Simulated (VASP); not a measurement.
# ScCo3C (Pmm2) in VASP: single point with LDA

Aim: the single point of ScCo3C with LDA.

All numbers are computed with VASP 6.6.1; they aren't measurements. Logs are shortened: lines on timing, memory, paths and dates and some standing lists are left out, and cuts for length are marked.

**1. The cell of the first run**

Symmetry: Pmm2, No. 25, orthorhombic system. Conventional cell: a = 3.781 Å, b = 3.781 Å, c = 3.781 Å, α = 90.00°, β = 90.00°, γ = 90.00°. Sc (site symmetry mm2) has 12 Co at 2.54 to 2.82 Å and 8 C at 3.27 Å within 3.3 Å. Within 2.7 Å of Co (site symmetry mm2) lie 2 C at 1.89 Å and 6 Co at 2.54 to 2.67 Å and 4 Sc at 2.67 Å. Within 2.5 Å of Co (site symmetry mm2) lie 2 C at 1.89 Å. Co (site symmetry mm2) has 2 C at 1.90 Å and 2 Sc at 2.54 Å and 6 Co at 2.54 to 2.68 Å within 2.7 Å. Within 2.5 Å of C (site symmetry mm2) lie 6 Co at 1.89 to 1.90 Å.

**2. Single point, LDA, collinear spin, ferromagnetic start**

The input, INCAR:

```
SYSTEM = ScCo3C
PREC     = Accurate       ! precision mode
ENCUT    = 520            ! plane-wave cutoff, eV
EDIFF    = 1E-7           ! SCF threshold, eV
ISMEAR   = -1             ! smearing method
SIGMA    = 0.15           ! smearing width, eV
LREAL    = .FALSE.        ! projectors in reciprocal space
LASPH    = .TRUE.         ! aspherical terms in the spheres
NELM     = 150            ! most SCF steps
ALGO     = Normal         ! electronic algorithm
ISIF     = 2              ! what is computed and relaxed
LWAVE    = .FALSE.        ! write WAVECAR
LCHARG   = .FALSE.        ! write CHGCAR
ISPIN    = 2              ! spin polarisation
MAGMOM   = 0 2.5 2.5 2.5 0 ! initial moments
LORBIT   = 11             ! projections on sites
LMAXMIX  = 4              ! l up to which the mixer works
NBANDS   = 33             ! bands
```

The input, KPOINTS:

```
Automatic mesh
0
G
  6 6 6
  0 0 0
```

The input, POSCAR:

```
ScCo3C
1.0
    3.7809380000      0.0000000000      0.0000000000
    0.0000000000      3.7809380000      0.0000000000
    0.0000000000      0.0000000000      3.7809380000
Sc Co C
1 3 1
Direct
    0.0000000000      0.0000000000      0.0000000000
    0.0000000000      0.5000000000      0.5000000000
    0.5000000000      0.0000000000      0.5000000000
    0.5528969266      0.5000000000      0.0000000000
    0.5000000000      0.5000000000      0.5000000000
```

Potentials or basis: VASP PAW LDA potentials, release 64 (Sc_sv, Co, C).

Command:

```console
$ cat potpaw_LDA.64/Sc_sv/POTCAR potpaw_LDA.64/Co/POTCAR potpaw_LDA.64/C/POTCAR > POTCAR
$ mpirun -np 1 vasp_std > vasp.out
```

OUTCAR:

```text
SYSTEM = ScCo3C
   PREC = Accurate
   ENCUT = 520
   EDIFF = 1E-7
   ISMEAR = -1
   LREAL = .FALSE.
   LASPH = .TRUE.
   NELM = 150
   ISIF = 2
   ISPIN = 2
   LORBIT = 11

 ion  position               nearest neighbor table
   1  0.000  0.000  0.000-   4 2.54   4 2.54   2 2.67   2 2.67   3 2.67   2 2.67   3 2.67   2 2.67
                             3 2.67   3 2.67   4 2.82   4 2.82
   2  0.000  0.500  0.500-   5 1.89   5 1.89   4 2.54   4 2.54   1 2.67   1 2.67   1 2.67   3 2.67
                             1 2.67   3 2.67   3 2.67   3 2.67   4 2.82   4 2.82
   3  0.500  0.000  0.500-   5 1.89   5 1.89   1 2.67   1 2.67   2 2.67   2 2.67   1 2.67   2 2.67
                             1 2.67   2 2.67   4 2.68   4 2.68   4 2.68   4 2.68
   4  0.553  0.500  0.000-   5 1.90   5 1.90   1 2.54   2 2.54   2 2.54   1 2.54   3 2.68   3 2.68
                             3 2.68   3 2.68   1 2.82   2 2.82   2 2.82   1 2.82
   5  0.500  0.500  0.500-   2 1.89   3 1.89   3 1.89   2 1.89   4 1.90   4 1.90

  LATTYP: Found a simple cubic cell.
 ALAT       =     3.7809380000

  Lattice vectors:

 A1 = (   3.7809380000,   0.0000000000,   0.0000000000)
 A2 = (   0.0000000000,   3.7809380000,   0.0000000000)
 A3 = (   0.0000000000,   0.0000000000,   3.7809380000)

Analysis of symmetry for initial positions (statically):
=====================================================================
 Subroutine PRICEL returns:
 Original cell was already a primitive cell.

 Routine SETGRP: Setting up the symmetry group for a
 simple cubic supercell.

 Subroutine GETGRP returns: Found  4 space group operations
 (whereof  4 operations were pure point group operations)
 out of a pool of 48 trial point group operations.

The static configuration has the point symmetry C_2v.

Analysis of symmetry for dynamics (positions and initial velocities):
=====================================================================
 Subroutine PRICEL returns:
 Original cell was already a primitive cell.

 Routine SETGRP: Setting up the symmetry group for a
 simple cubic supercell.

 Subroutine GETGRP returns: Found  4 space group operations
 (whereof  4 operations were pure point group operations)
 out of a pool of 48 trial point group operations.

The dynamic configuration has the point symmetry C_2v.

Analysis of structural, dynamic, and magnetic symmetry:
=====================================================================
 Subroutine PRICEL returns:
 Original cell was already a primitive cell.

 Routine SETGRP: Setting up the symmetry group for a
 simple cubic supercell.

 Subroutine GETGRP returns: Found  4 space group operations
 (whereof  4 operations were pure point group operations)
[... 142 lines left out ...]
 maximum number of plane-waves:      1472
   NGX = 15   NGY = 15   NGZ = 15

 number of electron      41.9999991 magnetization      -0.0039900

 number of electron      41.9999991 magnetization       0.0000916

 Free energy of the ion-electron system (eV)
  ---------------------------------------------------
  ext. energy  EPLUGINS =         0.00000000
  ---------------------------------------------------
  free energy    TOTEN  =       -43.29975365 eV

  energy without entropy =      -43.06987978  energy(sigma->0) =      -43.18481672

 E-fermi :   9.0313     XC(G=0): -13.2102

 val. band max:        9.0268348128   @ k =   0.0000   0.1667   0.0000
 cond. band min:       9.0348534017   @ k =   0.0000   0.1667   0.0000
 fundamental gap:      0.0080185888
 Fermi energy:         9.0312634926

 spin component 1

 k-point     1 :       0.0000    0.0000    0.0000
  band No.  band energies     occupation
      1     -39.3237      1.00000
      2     -18.3428      1.00000
      3     -18.3418      1.00000
      4     -18.3368      1.00000
      5      -4.5694      1.00000
      6       3.3575      1.00000
[... 853 lines left out ...]
     32      17.2558      0.00000
     33      17.2851      0.00000

 [... further k-points ...]

 spin component 2

 k-point     1 :       0.0000    0.0000    0.0000
  band No.  band energies     occupation
      1     -39.3237      1.00000
      2     -18.3428      1.00000
      3     -18.3418      1.00000
      4     -18.3368      1.00000
      5      -4.5694      1.00000
      6       3.3575      1.00000
[... 853 lines left out ...]
     32      17.2558      0.00000
     33      17.2851      0.00000

 [... further k-points ...]

------------------------ aborting loop because EDIFF is reached ----------------------------------------

  FORCE on cell =-STRESS in cart. coord.  units (eV):
  Direction    XX          YY          ZZ          XY          YZ          ZX
  --------------------------------------------------------------------------------------
  -------------------------------------------------------------------------------------
  Total       -2.5132886     -2.9206910     -2.9285270      0.0000000      0.0000000      0.0000000
  in kB      -74.4996577    -86.5760034    -86.8082786      0.0000000      0.0000000      0.0000000
  external PRESSURE =     -82.6279799 kB  Pullay stress =       0.0000000 kB

 VOLUME and BASIS-vectors are now :
 -----------------------------------------------------------------------------
  energy-cutoff  :      520.00
  volume of cell :       54.05
      direct lattice vectors                 reciprocal lattice vectors
     3.780938000  0.000000000  0.000000000     0.264484633  0.000000000  0.000000000
     0.000000000  3.780938000  0.000000000     0.000000000  0.264484633  0.000000000
     0.000000000  0.000000000  3.780938000     0.000000000  0.000000000  0.264484633

 POSITION                                       TOTAL-FORCE (eV/Angst)
 -----------------------------------------------------------------------------------
      0.00000      0.00000      0.00000         0.642987      0.000000      0.000000
      0.00000      1.89047      1.89047         0.442744      0.000000      0.000000
      1.89047      0.00000      1.89047         0.361988      0.000000      0.000000
      2.09047      1.89047      0.00000        -1.391943      0.000000      0.000000
      1.89047      1.89047      1.89047        -0.055776      0.000000      0.000000
 -----------------------------------------------------------------------------------
    total drift:                               -0.000084     -0.000000     -0.000000

  FREE ENERGIE OF THE ION-ELECTRON SYSTEM (eV)
  ---------------------------------------------------
  free  energy   TOTEN  =       -43.2997536534 eV

  energy  without entropy=      -43.0698797836  energy(sigma->0) =      -43.18481672

 total charge

# of ion       s       p       d       tot
------------------------------------------
    1        2.280   6.213   1.175   9.668
    2        0.476   0.594   7.508   8.579
    3        0.469   0.587   7.507   8.563
    4        0.475   0.583   7.517   8.575
    5        0.872   1.544   0.000   2.416
--------------------------------------------------
tot          4.573   9.521  23.707  37.801

 magnetization (x)

# of ion       s       p       d       tot
------------------------------------------
    1       -0.000  -0.000  -0.000  -0.000
    2        0.000  -0.000   0.000   0.000
    3        0.000  -0.000   0.000   0.000
    4       -0.000  -0.000  -0.000  -0.000
    5       -0.000  -0.000   0.000  -0.000
--------------------------------------------------
tot         -0.000  -0.000   0.000   0.000
```

OSZICAR:

```text
N       E                     dE             d eps       ncg     rms          rms(c)
DAV:   1     0.353713197177E+03    0.35371E+03   -0.17377E+04  8464   0.160E+03
DAV:   2    -0.161080127624E+02   -0.36982E+03   -0.35317E+03  8456   0.410E+02
DAV:   3    -0.474617905354E+02   -0.31354E+02   -0.29648E+02 11747   0.142E+02
DAV:   4    -0.487104619727E+02   -0.12487E+01   -0.12323E+01 12123   0.267E+01
DAV:   5    -0.487390858326E+02   -0.28624E-01   -0.28609E-01 11030   0.379E+00    0.289E+01
DAV:   6    -0.495239951289E+02   -0.78491E+00   -0.44958E+01 11862   0.960E+01    0.241E+01
DAV:   7    -0.437355918752E+02    0.57884E+01   -0.28246E+01 11687   0.721E+01    0.867E+00
DAV:   8    -0.445377084856E+02   -0.80212E+00   -0.82418E+00 13126   0.388E+01    0.148E+01
DAV:   9    -0.433724795764E+02    0.11652E+01   -0.82493E+00 11499   0.289E+01    0.335E+00
DAV:  10    -0.434965107926E+02   -0.12403E+00   -0.13952E+00 14033   0.151E+01    0.568E+00
DAV:  11    -0.433069110869E+02    0.18960E+00   -0.98996E-01 11416   0.138E+01    0.120E+00
DAV:  12    -0.433002993408E+02    0.66117E-02   -0.51094E-02 12641   0.247E+00    0.438E-01
DAV:  13    -0.432997916057E+02    0.50774E-03   -0.44381E-03 10693   0.601E-01    0.199E-01
DAV:  14    -0.432997597276E+02    0.31878E-04   -0.37609E-04 13124   0.182E-01    0.817E-02
DAV:  15    -0.432997532038E+02    0.65238E-05   -0.66829E-05 13214   0.914E-02    0.349E-02
DAV:  16    -0.432997536535E+02   -0.44973E-06   -0.19302E-05 14018   0.463E-02    0.991E-03
DAV:  17    -0.432997536788E+02   -0.25325E-07   -0.17366E-06 10249   0.127E-02    0.554E-03
DAV:  18    -0.432997536534E+02    0.25417E-07   -0.30435E-07  7716   0.634E-03
   1 F= -.43299754E+02 E0= -.43184817E+02  d E =-.229874E+00  mag=    -0.0001
```

Wall time 8 min (1 thread of AMD EPYC 7R13, shared host); peak memory 0.25 GiB.

What came out:

* Free energy: -43.2998 eV
* Pressure: -8.3 GPa
* Largest force: 1.392 eV/Å
* Band gap on the k mesh: zero (filled and empty bands overlap)
* Net moment: 0.00 μB per cell
* Valence electrons inside the program's atomic spheres: Sc 9.67; Co 8.58, 8.56, 8.57; C 2.42

Forces in eV/Å, atoms in the order of the input:
```
Sc   0.643  0.000  0.000
Co   0.443  0.000  0.000
Co   0.362  0.000  0.000
Co  -1.392  0.000  0.000
C   -0.056  0.000  0.000
```

Stress tensor (GPa, compression positive):
```
-7.45  0.00  0.00
 0.00 -8.66  0.00
 0.00  0.00 -8.68
```

Caveat: the cell stands under tension; forces of over 1 eV/Å act on the atoms, so gaps and moduli don't describe the material at rest.
